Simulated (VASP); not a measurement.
# Bi2Se3 in VASP: relaxation of the atoms with PBE+D3(BJ)

Aim: the relaxation of the atoms of Bi2Se3 with PBE+D3(BJ).

Program: VASP 6.6.1. These are calculated values, not measurements. Logs are shortened: lines on timing, memory, paths and dates and some standing lists are left out, and cuts for length are marked.

**1. The cell of the first run**

The cell holds a slab with vacuum, 10 atoms: a = 4.124 Å, b = 4.124 Å, c = 60.741 Å, α = 90.00°, β = 90.00°, γ = 120.00°.

**2. Relaxation of the atoms, PBE+D3(BJ)**

Input file INCAR:

```
ALGO = Normal ; DIPOL = 0.5 0.5 0.500
EDIFF = 1E-7 ; EDIFFG = -0.01
ENCUT = 520 ; GGA = PE
IBRION = 2 ; IDIPOL = 3
ISIF = 2 ; ISMEAR = 0
IVDW = 12 ; KPAR = 8
LASPH = T ; LCHARG = F
LDIPOL = T ; LREAL = F
LWAVE = F ; NELM = 60
NSW = 70 ; PREC = Accurate
SIGMA = 0.02
```

Input file KPOINTS:

```
k-points
0
Gamma
  12 12 1
```

Input file POSCAR:

```
Bi2Se3
1.0
    4.1243445460      0.0000000000      0.0000000000
   -2.0621722730      3.5717871508      0.0000000000
    0.0000000000      0.0000000000     60.7411062870
Se Bi
6 4
Selective dynamics
Direct
    0.0000000000      0.0000000000      0.3570115511  F F T
    0.6666666667      0.3333333333      0.4149235402  T T T
    0.3333333333      0.6666666667      0.4728355293  T T T
    0.6666666667      0.3333333333      0.5271644707  F F T
    0.0000000000      0.0000000000      0.5850764598  T T T
    0.3333333333      0.6666666667      0.6429884489  T T T
    0.3333333333      0.6666666667      0.3830189076  T T T
    0.0000000000      0.0000000000      0.4468281729  T T T
    0.3333333333      0.6666666667      0.5531718271  T T T
    0.6666666667      0.3333333333      0.6169810924  T T T
```

Potentials or basis: VASP PAW PBE potentials, release 64 (Se, Bi_d).

On the command line:

```
> cat potpaw_PBE.64/Se/POTCAR potpaw_PBE.64/Bi_d/POTCAR > POTCAR
> mpirun -np 8 vasp_std > vasp.out
```

OUTCAR:

```text
EDIFF = 1E-7
   EDIFFG = -0.01
   ENCUT = 520
   GGA = PE
   IBRION = 2
   ISIF = 2
   ISMEAR = 0
   IVDW = 12
   LASPH = T
   LREAL = F
   NELM = 60
   NSW = 70
   PREC = Accurate
 IVDW          = 12

 ion  position               nearest neighbor table
   1  0.000  0.000  0.357-   7 2.86   7 2.86   7 2.86
   2  0.667  0.333  0.415-   7 3.07   7 3.07   7 3.07   8 3.07   8 3.07   8 3.07
   3  0.333  0.667  0.473-   8 2.86   8 2.86   8 2.86
   4  0.667  0.333  0.527-   9 2.86   9 2.86   9 2.86
   5  0.000  0.000  0.585-  10 3.07  10 3.07  10 3.07   9 3.07   9 3.07   9 3.07
   6  0.333  0.667  0.643-  10 2.86  10 2.86  10 2.86
   7  0.333  0.667  0.383-   1 2.86   1 2.86   1 2.86   2 3.07   2 3.07   2 3.07
   8  0.000  0.000  0.447-   3 2.86   3 2.86   3 2.86   2 3.07   2 3.07   2 3.07
   9  0.333  0.667  0.553-   4 2.86   4 2.86   4 2.86   5 3.07   5 3.07   5 3.07
  10  0.667  0.333  0.617-   6 2.86   6 2.86   6 2.86   5 3.07   5 3.07   5 3.07

  LATTYP: Found a hexagonal cell.
 ALAT       =     4.1243445460
 C/A-ratio  =    14.7274568382

  Lattice vectors:

 A1 = (   4.1243445460,   0.0000000000,   0.0000000000)
 A2 = (  -2.0621722730,   3.5717871508,   0.0000000000)
 A3 = (   0.0000000000,   0.0000000000,  60.7411062870)

Analysis of symmetry for initial positions (statically):
=====================================================================
 Subroutine PRICEL returns:
 Original cell was already a primitive cell.

 Routine SETGRP: Setting up the symmetry group for a
 hexagonal supercell.

 Subroutine GETGRP returns: Found  6 space group operations
 (whereof  6 operations were pure point group operations)
 out of a pool of 24 trial point group operations.

The static configuration has the point symmetry C_3v.

Analysis of symmetry for dynamics (positions and initial velocities):
=====================================================================
 Subroutine PRICEL returns:
 Original cell was already a primitive cell.

 Routine SETGRP: Setting up the symmetry group for a
 hexagonal supercell.

 Subroutine GETGRP returns: Found  6 space group operations
 (whereof  6 operations were pure point group operations)
 out of a pool of 24 trial point group operations.

The dynamic configuration has the point symmetry C_3v.

Analysis of constrained symmetry for selective dynamics:
=====================================================================
 Subroutine PRICEL returns:
 Original cell was already a primitive cell.

 Routine SETGRP: Setting up the symmetry group for a
 hexagonal supercell.

 Subroutine GETGRP returns: Found  6 space group operations
 (whereof  6 operations were pure point group operations)
 out of a pool of 24 trial point group operations.

The constrained configuration has the point symmetry C_3v.

 Subroutine INISYM returns: Found  6 space group operations
 (whereof  6 operations are pure point group operations),
 and found     1 'primitive' translations

----------------------------------------------------------------------------------------

                                     Primitive cell

  volume of cell :     894.7943

  direct lattice vectors                    reciprocal lattice vectors
     4.124344546  0.000000000  0.000000000     0.242462769  0.139985945  0.000000000
    -2.062172273  3.571787151  0.000000000     0.000000000  0.279971890  0.000000000
     0.000000000  0.000000000 60.741106287     0.000000000  0.000000000  0.016463316

  length of vectors
     4.124344546  4.124344546 60.741106287     0.279971890  0.279971890  0.016463316

  position of ions in fractional coordinates (direct lattice)
     0.000000000  0.000000000  0.357011551
     0.666666667  0.333333333  0.414923540
     0.333333333  0.666666667  0.472835529
     0.666666667  0.333333333  0.527164471
     0.000000000  0.000000000  0.585076460
     0.333333333  0.666666667  0.642988449
     0.333333333  0.666666667  0.383018908
     0.000000000  0.000000000  0.446828173
     0.333333333  0.666666667  0.553171827
     0.666666667  0.333333333  0.616981092

  ion indices of the primitive-cell ions
   primitive index   ion index
                 1           1
                 2           2
                 3           3
                 4           4
                 5           5
                 6           6
                 7           7
                 8           8
                 9           9
                10          10

----------------------------------------------------------------------------------------

 KPOINTS: k-points

Automatic generation of k-mesh.
 Grid dimensions read from file:
 generate k-points for:   12   12    1

 Generating k-lattice:

  Cartesian coordinates                     Fractional coordinates (reciprocal lattice)
     0.020205231  0.011665495  0.000000000     0.083333333  0.000000000  0.000000000
     0.000000000  0.023330991  0.000000000     0.000000000  0.083333333  0.000000000
     0.000000000  0.000000000  0.016463316     0.000000000  0.000000000  1.000000000

  Length of vectors
     0.023330991  0.023330991  0.016463316

  Shift w.r.t. Gamma in fractional coordinates (k-lattice)
     0.000000000  0.000000000  0.000000000

 Subroutine IBZKPT returns following result:
 ===========================================

 Found     19 irreducible k-points:

 Following reciprocal coordinates:
            Coordinates               Weight
  0.000000  0.000000  0.000000      1.000000
  0.083333  0.000000  0.000000      6.000000
  0.166667  0.000000  0.000000      6.000000
  0.250000  0.000000  0.000000      6.000000
  0.333333  0.000000  0.000000      6.000000
  0.416667  0.000000  0.000000      6.000000
[... 11 lines left out ...]
  0.333333  0.250000  0.000000     12.000000
  0.333333  0.333333  0.000000      2.000000
   k-points           NKPTS =     19   k-points in BZ     NKDIM =     19   number of bands    NBANDS=     57
   number of dos      NEDOS =    301   number of ions     NIONS =     10
   total plane-waves  NPLWV = 491520
   dimension x,y,z NGX =    32 NGY =   32 NGZ =  480
   dimension x,y,z NGXF=    64 NGYF=   64 NGZF=  960
   ions per type =               6   4
   NGX,Y,Z   is equivalent  to a cutoff of  12.90, 12.90, 13.14 a.u.
   NGXF,Y,Z  is equivalent  to a cutoff of  25.80, 25.80, 26.27 a.u.
 SYSTEM =  unknown system
   PREC   = accura    normal or accurate (medium, high low for compatibility)
   ISTART =      0    job   : 0-new  1-cont  2-samecut
   ICHARG =      2    charge: 1-file 2-atom 10-const
   ISPIN  =      1    spin polarized calculation?
   LNONCOLLINEAR =      F non collinear calculations
   LSORBIT =      F    spin-orbit coupling
   LASPH  =      T    aspherical Exc in radial PAW
   ENCUT  =  520.0 eV  38.22 Ry    6.18 a.u.   7.67  7.67112.94*2*pi/ulx,y,z
   NELM   =     60;   NELMIN=  2; NELMDL= -5     # of ELM steps
   EDIFF  = 0.1E-06   stopping-criterion for ELM
   LREAL  =      F    real-space projection
   EDIFFG = -.1E-01   stopping-criterion for IOM
   NSW    =     70    number of steps for IOM
   IBRION =      2    ionic relax: 0-MD 1-quasi-New 2-CG
   NFREE  =      1    steps in history (QN), initial steepest desc. (CG)
   ISIF   =      2    stress and relaxation
   ISYM   =      2    0-nonsym 1-usesym 2-fastsym
   POTIM  = 0.5000    time-step for ionic-motion
   TEBEG  =    0.0;   TEEND  =   0.0 temperature during run
   PSTRESS=    0.0 pullay stress
   NELECT =      96.0000    total number of electrons
   NUPDOWN=      -1.0000    fix difference up-down
   EMIN   =  10.00;   EMAX   =-10.00  energy-range for DOS
   EFERMI =   0.00;   METHOD = LEGACY
   ISMEAR =     0;   SIGMA  =   0.02  broadening in eV -4-tet -1-fermi 0-gaus
   EFERMI_NEDOS =   21; number of points for ismear=-14 and -15
   IALGO  =     38    algorithm
   IMIX   =      4    mixing-type and parameters
     AMIX     =   0.40;   BMIX     =  1.00
     AMIX_MAG =   1.60;   BMIX_MAG =  1.00
  volume/ion in A,a.u.               =      89.48       603.84
  Fermi-wavevector in a.u.,A,eV,Ry     =   0.777901  1.470019  8.233287  0.605130
  Thomas-Fermi vector in A             =   1.880685
   LORBIT       =      0    0 simple, 1 ext, 2 COOP (PROOUT), +10 PAW based schemes
   GGA     = PE    functional components
   LHFCALC =     F    Hartree Fock is set to
   AEXX    =    0.0000 exact exchange contribution
   IVDW    =    12    specifies the selected vdW correction
   LEPSILON=     F    determine dielectric tensor
   LRPA    =     F    only Hartree local field effects (RPA)
 conjugate gradient relaxation of ions
 non-spin polarized calculation
 Gauss-broadening in eV      SIGMA  =   0.02
  energy-cutoff  :      520.00
  volume of cell :      894.79
 maximum number of plane-waves:     24255
 NGX is ok and might be reduce to    32
   NGX = 15   NGY = 15   NGZ =225

--------------------------------------- Ionic step        1  -------------------------------------------

 number of electron      96.0000001 magnetization

 Free energy of the ion-electron system (eV)
  ---------------------------------------------------
  ext. energy  EPLUGINS =         0.00000000
  ---------------------------------------------------
  free energy    TOTEN  =       -40.40947649 eV

  energy without entropy =      -40.40947649  energy(sigma->0) =      -40.40947649

------------------------ aborting loop because EDIFF is reached ----------------------------------------

 Edisp (eV)   -3.45450

 E8    (eV) :    -1.5953
[... 129 lines left out ...]
  FREE ENERGIE OF THE ION-ELECTRON SYSTEM (eV)
  ---------------------------------------------------
  free  energy   TOTEN  =       -43.8669798598 eV

  energy  without entropy=      -43.8669798598  energy(sigma->0) =      -43.86697986

 dipolmoment           0.000000      0.000000      0.000006 electrons x Angstroem

 vacuum level on the upper side and lower side of the slab       (xc-potential included)        -0.018         0.007

[... ionic steps 4 to 26 ...]

--------------------------------------- Ionic step       27  -------------------------------------------

 number of electron      96.0000003 magnetization

------------------------ aborting loop because EDIFF is reached ----------------------------------------
[... 91 lines left out ...]
--------------------------------------- Ionic step       29  -------------------------------------------

 number of electron      96.0000003 magnetization

 dipolmoment           0.000000      0.000000     -0.002059 electrons x Angstroem

 Free energy of the ion-electron system (eV)
  ---------------------------------------------------
  ext. energy  EPLUGINS =         0.00000000
  ---------------------------------------------------
  free energy    TOTEN  =       -40.35499137 eV

  energy without entropy =      -40.35499137  energy(sigma->0) =      -40.35499137

 E-fermi :  -2.2454     XC(G=0):  -3.2088

 val. band max:       -2.3506210518   @ k =   0.0000   0.0000   0.0000
 cond. band min:      -1.7537792588   @ k =   0.0000   0.0000   0.0000
 fundamental gap:      0.5968417930
 Fermi energy:        -2.2453849386

 k-point     1 :       0.0000    0.0000    0.0000
  band No.  band energies     occupation
      1     -25.2480      2.00000
      2     -25.2480      2.00000
      3     -25.2364      2.00000
      4     -25.2364      2.00000
      5     -25.2357      2.00000
      6     -25.2280      2.00000
[... 1129 lines left out ...]
     56       1.7428      0.00000
     57       2.0918      0.00000

------------------------ aborting loop because EDIFF is reached ----------------------------------------

 vacuum level on the upper side and lower side of the slab       (xc-potential included)        -0.061        -0.037

 Edisp (eV)   -3.57338

 E8    (eV) :    -1.6489

  FORCE on cell =-STRESS in cart. coord.  units (eV):
  Direction    XX          YY          ZZ          XY          YZ          ZX
  --------------------------------------------------------------------------------------
  -------------------------------------------------------------------------------------
  Total       0.07742     0.07742    -0.09709     0.00000    -0.00000     0.00000
  in kB       0.13863     0.13863    -0.17384     0.00000    -0.00000     0.00000
  external pressure =        0.03 kB  Pullay stress =        0.00 kB
[... 25 lines left out ...]
  FREE ENERGIE OF THE ION-ELECTRON SYSTEM (eV)
  ---------------------------------------------------
  free  energy   TOTEN  =       -43.9283703805 eV

  energy  without entropy=      -43.9283703805  energy(sigma->0) =      -43.92837038

 reached required accuracy - stopping structural energy minimisation

 vacuum level on the upper side and lower side of the slab         3.214         3.238
```

It took 51 min on 8 MPI ranks of AMD EPYC 9R45 (Zen 5), shared host; peak memory 1.5 GiB.

Results:

* Free energy: -43.9284 eV
* Energy gained by relaxing: 6.4 meV/atom
* Ionic steps: 29
* Band gap on the k mesh: 0.60 eV
* Dispersion energy per atom: -0.357 eV

The path:
| step | energy change (eV) | largest force on free atoms (eV/Å) | pressure (GPa) |
| --- | --- | --- | --- |
| 1 | 0.0000 | 0.1123 | -0.06 |
| 2 | -0.0011 | 0.0836 | -0.07 |
| 3 | -0.0030 | 0.1180 | -0.13 |
| 4 | -0.0041 | 0.0967 | -0.13 |
| 5 | -0.0064 | 0.0531 | -0.14 |
| 6 | -0.0073 | 0.0960 | -0.17 |
| 7 | -0.0076 | 0.0804 | -0.16 |
| 8 | -0.0085 | 0.0764 | -0.18 |
| 9 | -0.0106 | 0.0643 | -0.22 |
| 10 | -0.0118 | 0.1057 | -0.30 |
| 11 | -0.0141 | 0.0972 | -0.30 |
| 12 | -0.0201 | 0.1233 | -0.29 |
| 13 | -0.0270 | 0.2397 | -0.27 |
| 14 | -0.0292 | 0.2224 | -0.27 |
| 15 | -0.0351 | 0.1716 | -0.26 |
| 16 | -0.0441 | 0.1225 | -0.24 |
| 17 | -0.0504 | 0.2350 | -0.19 |
| 18 | -0.0538 | 0.2083 | -0.16 |
| 19 | -0.0583 | 0.1465 | -0.10 |
| 20 | -0.0586 | 0.1230 | -0.07 |
| 21 | -0.0609 | 0.0789 | -0.06 |
| 22 | -0.0619 | 0.0477 | -0.06 |
| 23 | -0.0619 | 0.0603 | -0.05 |
| 24 | -0.0626 | 0.0488 | -0.05 |
| 25 | -0.0640 | 0.0270 | -0.02 |
| 26 | -0.0636 | 0.0501 | 0.02 |
| 27 | -0.0643 | 0.0206 | -0.01 |
| 28 | -0.0644 | 0.0114 | 0.01 |
| 29 | -0.0644 | 0.0034 | 0.00 |

Final structure:
```yaml
crystal:
  lattice:
    - [4.12434, 0.00000, 0.00000]
    - [-2.06217, 3.57179, 0.00000]
    - [0.00000, 0.00000, 60.74111]
  atoms:
    - { symbol: Se, position: [0.00000, 0.00000, 0.36225] }
    - { symbol: Se, position: [0.66667, 0.33333, 0.42021] }
    - { symbol: Se, position: [0.33333, 0.66667, 0.47813] }
    - { symbol: Se, position: [0.66667, 0.33333, 0.52190] }
    - { symbol: Se, position: [0.00000, 0.00000, 0.57977] }
    - { symbol: Se, position: [0.33333, 0.66667, 0.63772] }
    - { symbol: Bi, position: [0.33333, 0.66667, 0.38829] }
    - { symbol: Bi, position: [0.00000, 0.00000, 0.45208] }
    - { symbol: Bi, position: [0.33333, 0.66667, 0.54796] }
    - { symbol: Bi, position: [0.66667, 0.33333, 0.61169] }
```

Caveat: spin-orbit coupling is left out, which moves the levels of the heavy elements.
